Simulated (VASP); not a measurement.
A run of VASP 6.6.1:

Contents of POSCAR:

```
BH3
1.0
   11.0000000000      0.0000000000      0.0000000000
    0.0000000000     11.0000000000      0.0000000000
    0.0000000000      0.0000000000     11.0000000000
B H
1 3
Direct
    0.4880000000      0.5199409100      0.5052681800
    0.5760272700      0.5560136400      0.5574409100
    0.4616272700      0.4147863600      0.5096409100
    0.4263363600      0.5890318200      0.4487409100
```

File INCAR.step1:

```
ALGO = Normal
EDIFF = 1E-5
EFERMI = MIDGAP
ENCUT = 460
GGA = PE
GGA_COMPAT = F
ISIF = 0
ISMEAR = 0
LASPH = T
LCHARG = T
LREAL = F
LWAVE = T
NELM = 100
NELMDL = -8
PREC = Accurate
SIGMA = 0.03
```

File INCAR.step2:

```
ALGO = All
EDIFF = 1E-6
EFERMI = MIDGAP
ENCUT = 460
GGA_COMPAT = F
ISEARCH = 1
ISIF = 0
ISMEAR = 0
ISTART = 1
LASPH = T
LCHARG = F
LMIXTAU = T
LREAL = F
LWAVE = F
METAGGA = R2SCAN
NELM = 100
NELMDL = -8
PREC = Accurate
SIGMA = 0.03
```

The input KPOINTS:

```
k-points
0
Gamma
  1 1 1
```

Potentials or basis: VASP PAW PBE potentials, release 64 (B, H).

Run with:

```bash
$ cat potpaw_PBE.64/B/POTCAR potpaw_PBE.64/H/POTCAR > POTCAR
$ cp INCAR.step1 INCAR
$ mpirun -np 1 vasp_gam > vasp.out
$ cp INCAR.step2 INCAR
$ mpirun -np 1 vasp_gam > vasp.out
```

Hardware: 1 thread of AMD EPYC 9R14 (Zen 4) (shared host).

Question: Estimate the wall time of this run.

Answer: Wall time 2.4 min on 1 thread of AMD EPYC 9R14 (Zen 4) (shared host), peak memory 0.97 GiB. Counts: k points 1.
